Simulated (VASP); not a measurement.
# FeSi (P2_13) in VASP: notebook, part 2 of 2

VASP 6.6.1.

## 4. Relaxation of cell and atoms, PBEsol, target pressure 50.7 GPa, at which the enthalpy is minimised

This run uses another cell than the first one, of 11.78 Å³/atom.

The input, INCAR:

```
ALGO     = Normal         # electronic algorithm
EDIFF    = 1E-7           # SCF threshold, eV
EDIFFG   = -0.05          # ionic threshold
ENCUT    = 600            # plane-wave cutoff, eV
GGA      = PS             # functional
IBRION   = 2              # ionic algorithm
ISIF     = 3              # what is computed and relaxed
ISMEAR   = 0              # smearing method
LASPH    = T              # aspherical terms in the spheres
LCHARG   = F              # write CHGCAR
LREAL    = F              # projectors in reciprocal space
LWAVE    = F              # write WAVECAR
NELM     = 80             # most SCF steps
NSW      = 80             # ionic steps
PREC     = Accurate       # precision mode
PSTRESS  = 507.0        
SIGMA    = 0.1            # smearing width, eV
```

The input, KPOINTS:

```
k-points
0
Gamma
  4 4 4
```

The input, POSCAR:

```
FeSi
1.0
    4.5507000000      0.0000000000      0.0000000000
    0.0000000000      4.5507000000      0.0000000000
    0.0000000000      0.0000000000      4.5507000000
Fe Si
4 4
Direct
    0.1365200000      0.1365200000      0.1365200000
    0.3634800000      0.8634800000      0.6365200000
    0.6365200000      0.3634800000      0.8634800000
    0.8634800000      0.6365200000      0.3634800000
    0.8424000000      0.8424000000      0.8424000000
    0.6576000000      0.1576000000      0.3424000000
    0.3424000000      0.6576000000      0.1576000000
    0.1576000000      0.3424000000      0.6576000000
```

The run is started by

```console
cat potpaw_PBE.64/Fe/POTCAR potpaw_PBE.64/Si/POTCAR > POTCAR
mpirun -np 1 vasp_std > vasp.out
```

It took 8.2 min on 1 thread of Intel Xeon 8259CL, shared host; peak memory 0.24 GiB.

It converged, with:

| Item | Value |
| --- | --- |
| Free energy | -62.2022 eV |
| Relaxed volume | 9.21 Å³/atom |
| Relaxed cell | a = 4.193 Å, b = 4.193 Å, c = 4.193 Å, α = 90.00°, β = 90.00°, γ = 90.00° |
| Space group after relaxing (to 0.1 Å) | P2_13 (No. 198) |
| Energy change on relaxing (the run minimises the enthalpy) | +131.3 meV/atom |
| Ionic steps | 11 |
| Pressure after relaxing | 50.7 GPa |
| Largest force after relaxing | 0.005 eV/Å |
| Band gap on the k mesh | 0.14 eV (least direct gap 0.18 eV) |

Forces in eV/Å, atoms in the order of the input:
```
Fe   0.001  0.001  0.001
Fe  -0.001 -0.001  0.001
Fe   0.001 -0.001 -0.001
Fe  -0.001  0.001 -0.001
Si  -0.003 -0.003 -0.003
Si   0.003  0.003 -0.003
Si  -0.003  0.003  0.003
Si   0.003 -0.003  0.003
```

Step by step:
```tsv
step	energy change (eV)	largest force (eV/Å)	pressure (GPa)	volume (Å³)
1	0.0000	0.2800	-19.50	94.24
2	71.6748	8.8141	979.64	39.91
3	0.0057	0.5387	27.58	78.23
4	0.4504	0.7020	38.53	76.07
5	1.0498	0.8809	51.03	73.93
6	0.9330	0.8485	48.72	74.30
7	0.9604	0.0921	49.10	73.99
8	0.9748	0.0848	49.17	73.94
9	1.2463	0.0326	54.51	73.10
10	1.0588	0.0612	50.88	73.67
11	1.0506	0.0053	50.70	73.69
```

Final structure:
```cif
data_structure
_symmetry_space_group_name_H-M 'P 1'
_symmetry_Int_Tables_number 1
_cell_length_a 4.1925
_cell_length_b 4.1925
_cell_length_c 4.1925
_cell_angle_alpha 90.000
_cell_angle_beta 90.000
_cell_angle_gamma 90.000
_cell_volume 73.69
loop_
_atom_site_label
_atom_site_type_symbol
_atom_site_fract_x
_atom_site_fract_y
_atom_site_fract_z
_atom_site_occupancy
Fe1 Fe 0.14198 0.14198 0.14198 1
Fe2 Fe 0.35802 0.85801 0.64198 1
Fe3 Fe 0.64198 0.35802 0.85801 1
Fe4 Fe 0.85801 0.64198 0.35802 1
Si1 Si 0.84332 0.84332 0.84332 1
Si2 Si 0.65668 0.15668 0.34332 1
Si3 Si 0.34332 0.65668 0.15668 1
Si4 Si 0.15668 0.34332 0.65668 1
```

Levels at points of the mesh, in eV from the valence-band top:
| k point | band 21 | band 22 | band 23 | band 24 | band 25 | band 26 | band 27 | band 28 |
| --- | --- | --- | --- | --- | --- | --- | --- | --- |
| (0.00, 0.00, 0.00) | -0.38 | -0.38 | -0.09 | -0.09 | 0.83 | 0.83 | 0.83 | 3.98 |
| (0.50, 0.00, 0.00) | -0.53 | -0.53 | 0.00 | 0.00 | 0.18 | 0.18 | 2.11 | 2.11 |
| (0.50, 0.50, 0.00) | -1.28 | -1.28 | -0.48 | -0.48 | 0.76 | 0.76 | 1.66 | 1.66 |
| (0.50, 0.50, 0.50) | -0.90 | -0.90 | -0.90 | -0.90 | 0.59 | 0.59 | 0.59 | 0.59 |

Caveat: the cell is relaxed towards a set pressure, so the run minimises the enthalpy, not the energy; the volume moved by over 15 % at a fixed basis, so the end points are rough; the PAW data sets were made with another functional, which shifts forces and pressure a little. A k mesh can miss the band edges.

## 5. Single point, PBEsol

The input, INCAR:

```
SYSTEM = FeSi
ALGO = Normal
EDIFF = 1E-6
ENCUT = 520
GGA = PS
ISIF = 2
ISMEAR = 0
LASPH = .True.
LCHARG = .True.
LELF = .True.
LREAL = .False.
LVHAR = .True.
LWAVE = .False.
NBANDS = 34
NELM = 80
PREC = Accurate
SIGMA = 0.01
```

The input, KPOINTS:

```
k-points
0
Gamma
  8 8 8
  0 0 0
```

The input, POSCAR:

```
FeSi
1.0
    4.1882670859      0.0000000000      0.0000000000
    0.0000000000      4.1882670859      0.0000000000
    0.0000000000      0.0000000000      4.1882670859
Fe Si
4 4
Direct
    0.1416607738      0.1416607738      0.1416607738
    0.3583392262      0.8583392262      0.6416607738
    0.6416607738      0.3583392262      0.8583392262
    0.8583392262      0.6416607738      0.3583392262
    0.8431763902      0.8431763902      0.8431763902
    0.6568236098      0.1568236098      0.3431763902
    0.3431763902      0.6568236098      0.1568236098
    0.1568236098      0.3431763902      0.6568236098
```

The run is started by

```console
cat potpaw_PBE.64/Fe/POTCAR potpaw_PBE.64/Si/POTCAR > POTCAR
mpirun -np 1 vasp_std > vasp.out
```

It took 2.2 min on 1 thread of Intel Xeon 8259CL, shared host; peak memory 0.23 GiB.

Results (log left out):

```yaml
Free_energy: -62.1155 eV
Pressure: 52.2 GPa
Largest_force: 0.054 eV/Å
Band_gap_on_the_k_mesh: 0.13 eV (least direct gap 0.17 eV)
```

Forces on the atoms (eV/Å):
```
Fe   0.031  0.031  0.031
Fe  -0.031 -0.031  0.031
Fe   0.031 -0.031 -0.031
Fe  -0.031  0.031 -0.031
Si   0.003  0.003  0.003
Si  -0.003 -0.003  0.003
Si   0.003 -0.003 -0.003
Si  -0.003  0.003 -0.003
```

Levels at points of the mesh, in eV from the valence-band top:
```tsv
k point	band 20	band 21	band 22	band 23	band 24	band 25	band 26	band 27	band 28	band 29
(0.00, 0.00, 0.00)	-0.38	-0.38	-0.38	-0.09	-0.09	0.84	0.84	0.84	3.99	3.99
(0.50, 0.00, 0.00)	-1.64	-0.53	-0.53	0.00	0.00	0.19	0.19	2.11	2.11	3.06
(0.50, 0.50, 0.00)	-1.66	-1.29	-1.29	-0.48	-0.48	0.77	0.77	1.66	1.66	3.60
(0.50, 0.50, 0.50)	-0.97	-0.91	-0.91	-0.91	-0.91	0.59	0.59	0.59	0.59	6.89
```

Caveat: the cell stands under pressure; the PAW data sets were made with another functional, which shifts forces and pressure a little. A k mesh can miss the band edges.

## 6. Single point, PBEsol

The input, INCAR:

```
SYSTEM = FeSi
PREC = Accurate ; ENCUT = 520
EDIFF = 1E-7 ; ISMEAR = 0
SIGMA = 0.02 ; LREAL = .FALSE.
LASPH = .TRUE. ; NELM = 60
ALGO = Normal ; ISIF = 2
LWAVE = .FALSE. ; LCHARG = .TRUE.
GGA = PS ; LELF = .TRUE.
LVHAR = .TRUE. ; NBANDS = 34
```

The input, KPOINTS:

```
regular mesh
0
G
  8 8 8
  0 0 0
```

POSCAR is that of step 5.

Potentials or basis: VASP PAW PBE potentials, release 64 (Fe, Si).

The run is started by

```console
cat potpaw_PBE.64/Fe/POTCAR potpaw_PBE.64/Si/POTCAR > POTCAR
mpirun -np 1 vasp_std > vasp.out
```

Run time: 2.3 min. Hardware: 1 thread of Intel Xeon 8259CL, shared host; peak memory 0.23 GiB.

The run converged. Its results:

- Free energy: -62.1155 eV
- Pressure: 52.2 GPa
- Largest force: 0.054 eV/Å
- Band gap on the k mesh: 0.13 eV (least direct gap 0.17 eV)

Forces on the atoms (eV/Å):
```
Fe   0.031  0.031  0.031
Fe  -0.031 -0.031  0.031
Fe   0.031 -0.031 -0.031
Fe  -0.031  0.031 -0.031
Si   0.003  0.003  0.003
Si  -0.003 -0.003  0.003
Si   0.003 -0.003 -0.003
Si  -0.003  0.003 -0.003
```

Levels at points of the mesh, in eV from the valence-band top:
```csv
k point,band 22,band 23,band 24,band 25,band 26,band 27
"(0.00, 0.00, 0.00)",-0.38,-0.09,-0.09,0.84,0.84,0.84
"(0.50, 0.00, 0.00)",-0.53,0.00,0.00,0.19,0.19,2.11
"(0.50, 0.50, 0.00)",-1.29,-0.48,-0.48,0.77,0.77,1.66
"(0.50, 0.50, 0.50)",-0.91,-0.91,-0.91,0.59,0.59,0.59
```

Caveat: the cell stands under pressure; the PAW data sets were made with another functional, which shifts forces and pressure a little.

## 7. Overview

| task | cell | k mesh | cutoff (eV) | smearing | gap on the mesh (eV) | pressure (GPa) | largest force (eV/Å) |
| --- | --- | --- | --- | --- | --- | --- | --- |
| single point | a = 4.188 Å, 8 atoms, atomic positions A | 4 × 4 × 4 | 520 | gaussian 0.1 eV | 0.14 | 52.2 | 0.06 |
| single point | a = 4.188 Å, 8 atoms, atomic positions A | 6 × 6 × 6 | 520 | gaussian 0.1 eV | 0.14 | 52.2 | 0.06 |
| relaxation of cell and atoms | relaxed to 50.7 GPa from a = 4.551 Å, 8 atoms, atomic positions B | 4 × 4 × 4 | 600 | gaussian 0.1 eV | 0.14 | 50.7 | 0.01 |
| single point | a = 4.188 Å, 8 atoms, atomic positions A | 8 × 8 × 8 | 520 | gaussian 0.01 eV | 0.13 | 52.2 | 0.05 |
| single point | a = 4.188 Å, 8 atoms, atomic positions A | 8 × 8 × 8 | 520 | gaussian 0.02 eV | 0.13 | 52.2 | 0.05 |

Alike in all rows: level PBEsol; potentials or basis VASP PAW PBE potentials, release 64 (Fe, Si); no spin polarisation.

Caveats: the PAW data sets were made with another functional, which shifts forces and pressure a little; the cell stands under pressure (at least some runs); the cell is relaxed towards a set pressure, so the run minimises the enthalpy, not the energy (at least some runs); the volume moved by over 15 % at a fixed basis, so the end points are rough (at least some runs).

Absolute energies hang on the potentials; compare differences alone.
